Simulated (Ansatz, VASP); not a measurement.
# Two plane-wave programs on InSbO

```xyz
3
Lattice="3.8603 0.0000 0.0000 -1.9301 3.3431 0.0000 0.0000 0.0000 5.4785" Properties=species:S:1:pos:R:3 pbc="T T T"
In    0.0000    0.0000    0.0000
Sb    0.0000    2.2287    2.7392
O     1.9301    1.1144    2.7392
```

Change from the starting cell: species swapped into the NdAlSi type (P-6m2, No. 187).

Alike in both runs: task relaxation of cell and atoms; functional PBE; k mesh 12 × 12 × 8; occupations gaussian, width 0.1 eV; no spin polarisation.

|  | VASP | Ansatz |
| --- | --- | --- |
| version | VASP 6.6.1 | Ansatz 0.2.0 |
| potentials or method | VASP PAW PBE potentials, release 64 (In_d, Sb, O), cutoff 600 eV | scalar-relativistic, plane waves, PAW |
| valence electrons in the cell | 24 | 34 |

```tsv
	VASP	Ansatz	Ansatz less VASP
gap on the k mesh at the Fermi level, each at its own relaxed structure (eV)	none	none	-
relaxed volume (Å³/atom)	23.18	23.28	+0.099
relaxed length of the cell vector where the two differ most in proportion (Å)	3.874	3.886	+0.0123
```

A gap of «none» marks a metal or a gap that the smearing closes. VASP's potentials hold 24 valence electrons a cell and Ansatz's 34, so a difference there can come from the potentials and not from the codes.

Neither program's run includes spin-orbit coupling.
